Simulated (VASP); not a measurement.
Write the native input for VASP 6.6.1 that does the following.

* Task: single point
* Functional: PBE
* Potentials or basis: VASP PAW PBE potentials, release 64 (Hf_pv, O)
* Cutoff: 520 eV
* k mesh: 8 × 8 × 6
* Occupations: fermi-dirac, width 0.02 eV
* Spin: no spin polarisation
* Dipole correction: no
* Further INCAR settings: ALGO = Normal; EDIFF = 1e-06; NBANDS = 31

The structure of HfO2 lies in POSCAR:

```
HfO2
1.0
    3.5766926651      0.0000000000      0.0000000000
    0.0000000000      3.5766926651      0.0000000000
    0.0000000000      0.0000000000      5.0981799188
Hf O
2 4
Direct
    0.5000000000      0.5000000000      0.5000000000
    0.0000000000      0.0000000000      0.0000000000
    0.0000000000      0.5000000000      0.7025603724
    0.5000000000      0.0000000000      0.7974396276
    0.5000000000      0.0000000000      0.2974396276
    0.0000000000      0.5000000000      0.2025603724
```

This cell differs from its parent crystal: uniaxial z strain -2.0%.

The input as run:

INCAR

```
ALGO = Normal ; EDIFF = 1E-6
ENCUT = 520 ; GGA = PE
ISIF = 2 ; ISMEAR = -1
LASPH = True ; LCHARG = False
LREAL = False ; LWAVE = False
NBANDS = 31 ; NELM = 60
PREC = Accurate ; SIGMA = 0.02
```

KPOINTS

```
k-points
0
Gamma
  8 8 6
```

Potentials or basis: VASP PAW PBE potentials, release 64 (Hf_pv, O).

Run with:

```sh
$ cat potpaw_PBE.64/Hf_pv/POTCAR potpaw_PBE.64/O/POTCAR > POTCAR
$ mpirun -np 1 vasp_std > vasp.out
```

Results of the run:

```yaml
Pressure: 5.7 GPa
Largest_force: 0.032 eV/Å
Band_gap_on_the_k_mesh: 4.55 eV, indirect (least direct gap 4.62 eV)
```

Caveat: the cell differs from its parent crystal (uniaxial z strain -2.0%); spin-orbit coupling is left out, which moves the levels of the heavy elements.

Wall time 110 s on 1 thread of Intel(R) Xeon(R) Platinum 8488C (Sapphire Rapids) (shared host), peak memory 0.24 GiB.
